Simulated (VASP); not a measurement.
Here is a VASP 6.6.1 calculation.

Contents of INCAR:

```
SYSTEM = H2CO2
PREC     = Accurate       ! precision mode
ENCUT    = 1000           ! plane-wave cutoff, eV
EDIFF    = 1E-6           ! SCF threshold, eV
ISMEAR   = -1             ! smearing method
SIGMA    = 0.05           ! smearing width, eV
LREAL    = Auto         
LASPH    = .TRUE.         ! aspherical terms in the spheres
NELM     = 120            ! most SCF steps
ALGO     = Normal         ! electronic algorithm
ISIF     = 2              ! what is computed and relaxed
LWAVE    = .FALSE.        ! write WAVECAR
LCHARG   = .FALSE.        ! write CHGCAR
GGA      = PS             ! functional
NBANDS   = 98             ! bands
GGA_COMPAT= .FALSE.
```

Contents of KPOINTS:

```
regular mesh
0
G
  1 1 1
  0 0 0
```

Contents of POSCAR:

```
H2CO2
1.0
    7.3876590000      0.0000000000      0.0000000000
    0.0000000000      7.3876590000      0.0000000000
    0.0000000000      0.0000000000      7.3876590000
O C H
16 8 16
Direct
    0.3788209499      0.0879033534      0.8268925244
    0.3961471421      0.2402114120      1.0906567290
    0.0199657293      0.7737633803      0.9874846687
    0.1014935855      0.5178636426      0.8411460247
    0.4663588290      0.1374860426      0.4493033585
    0.7382852944      0.2789923032      0.3979068335
    1.0154637619     -0.0498669470      0.4765244308
    1.0363228731      0.1172766637      0.7252229698
    0.0774670298      0.5725359008      0.3921810685
    0.3764521346      0.5545735124      0.4758746986
    0.7739122772      0.5154812912      0.7835364356
    0.8022297727      0.7949202853      0.6962286700
   -0.1101025372      0.0994631723      0.0826919597
    0.0915987054      0.2693952171      0.2358392557
    0.7131623157      0.8186490470      0.2930021540
    0.5038537918      0.7744266485      0.0866174251
    0.4686328917      0.1482743045      0.9706593117
    0.1251140585      0.6282504377      0.9596274002
    0.6190594341      0.2201238579      0.4944191387
    1.1054652089      0.0612507968      0.5850703179
    0.2277446753      0.6240813226      0.4776073178
    0.7082893241      0.6605340068      0.7171283894
   -0.0438569241      0.2523126744      0.1464740048
    0.6046705729      0.7140015531      0.2033120370
    0.2445429601      0.1112395686      0.8314406499
    0.6046841090      0.1114832182      0.9800804287
   -0.0689392946      0.8033261958      0.8862347328
    0.2386818341      0.6231744048      1.0607149031
    0.4307183101      0.1559628023      0.3225920417
    0.6497457449      0.2266753243      0.6470655995
    0.9033308116     -0.1125796413      0.5255115321
    1.2537124412      0.0842756819      0.5544652237
    0.1015612659      0.4513473077      0.3121963263
    0.1923071977      0.7192806273      0.5736052517
    0.9172459097      0.5252002021      0.8018236900
    0.5653753104      0.6534546329      0.6881882339
   -0.0168930374      0.0112620250      0.1082345571
   -0.1196454790      0.3587740041      0.0894464674
    0.6871324191      0.9436142085      0.2559403459
    0.6479589813      0.5740384065      0.2025540161
```

Potentials or basis: VASP PAW PBE potentials, release 64 (O_h, C_h, H_h).

The run is started by

```sh
$ cat potpaw_PBE.64/O_h/POTCAR potpaw_PBE.64/C_h/POTCAR potpaw_PBE.64/H_h/POTCAR > POTCAR
$ mpirun -np 1 vasp_gam > vasp.out
```

(1) What does it give for the pressure?

(2) Estimate the largest force.

(3) Estimate the band gap on the k mesh.

Answers

(1) 3.6 GPa.

(2) 3.706 eV/Å.

(3) 3.90 eV.

Caveat: the k points lie up to 0.85 Å⁻¹ apart; the PAW data sets were made with another functional, which shifts forces and pressure a little.
